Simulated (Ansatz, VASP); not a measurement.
# Two plane-wave programs on LiCl

```
Li Cl
1.0
     0.00000    2.52284    2.52284
     2.52284    0.00000    2.52284
     2.52284    2.52284    0.00000
Li Cl
1 1
Direct
  0.50000 0.50000 0.50000
  0.00000 0.00000 0.00000
```

Alike in both runs: task single point; functional PBE; k mesh 8 × 8 × 8; occupations gaussian, width 0.02 eV; no spin polarisation.

|  | VASP | Ansatz |
| --- | --- | --- |
| version | VASP 6.6.1 | Ansatz 0.2.0 |
| potentials or method | VASP PAW PBE potentials, release 64 (Li_sv, Cl), cutoff 520 eV | scalar-relativistic, plane waves, PAW |
| valence electrons in the cell | 10 | 10 |

VASP gave:

- gap on the k mesh at the Fermi level (eV): 6.64
- least direct gap on the mesh (eV): 6.64

**Question.** Estimate Ansatz's values.

**Answer.** gap on the k mesh at the Fermi level (eV): 6.62; least direct gap on the mesh (eV): 6.62.

Noted on VASP's run: the cutoff is short for stress, so the pressure is rough.
